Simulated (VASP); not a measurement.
A run of VASP 6.6.1 is set up as follows.

POSCAR

```
InP
1.0
    4.1443530000      0.0000000000      0.0000000000
    2.0721765000      3.5891149803      0.0000000000
    2.0721765000      1.1963716601      3.3838500547
In P
1 1
Direct
    0.0000000000      0.0000000000      0.0000000000
    0.2500000000      0.2500000000      0.2500000000
```

The input INCAR.step1:

```
  PREC = Accurate
  ENCUT = 600
  ISMEAR = -1
  SIGMA = 0.15
  LREAL = F
  LASPH = T
  NELM = 80
  GGA = PE
  ALGO = Normal
  EDIFF = 1E-4
  LWAVE = T
  LCHARG = F
```

The input INCAR.step2:

```
  PREC = Accurate
  ENCUT = 600
  EDIFF = 1E-6
  ISMEAR = -1
  SIGMA = 0.15
  LREAL = F
  LASPH = T
  NELM = 80
  ALGO = Normal
  ISIF = 3
  LWAVE = F
  LCHARG = F
  METAGGA = R2SCAN
  LMIXTAU = T
  IVDW = 13
  VDW_S6 = 1.0
  VDW_S8 = 0.6018749
  VDW_A1 = 0.51559235
  VDW_A2 = 5.77342911
  IBRION = 2
  NSW = 80
  EDIFFG = -0.001
  PSTRESS = 40.0
  ISTART = 1
```

The input KPOINTS:

```
regular mesh
0
Gamma
  6 6 6
```

Potentials or basis: VASP PAW PBE potentials, release 64 (In_d, P).

Run with:

```sh
$ cat potpaw_PBE.64/In_d/POTCAR potpaw_PBE.64/P/POTCAR > POTCAR
$ cp INCAR.step1 INCAR
$ mpirun -np 1 vasp_std > vasp.out
$ cp INCAR.step2 INCAR
$ mpirun -np 1 vasp_std > vasp.out
```

Problem. Estimate the dispersion energy per atom.

Solution. -0.123 eV.

Problem. Predict the relaxed cell.

Solution. a = 4.092 Å, b = 4.092 Å, c = 4.092 Å, α = 60.00°, β = 60.00°, γ = 60.00°.

Problem. Estimate the band gap on the k mesh.

Solution. 1.39 eV, direct.

Final structure:
```
CELL_PARAMETERS angstrom
4.09209 0.00000 0.00000
2.04605 3.54386 0.00000
2.04605 1.18128 3.34118
ATOMIC_POSITIONS crystal
In 0.00000 0.00000 0.00000
P 0.25000 0.25000 0.25000
```

Caveat: the cell is relaxed towards a set pressure, so the enthalpy falls and the energy may rise; spin-orbit coupling is left out, which moves the levels of the heavy elements. r2SCAN opens gaps a little over a GGA but as a rule still falls short of measured ones.
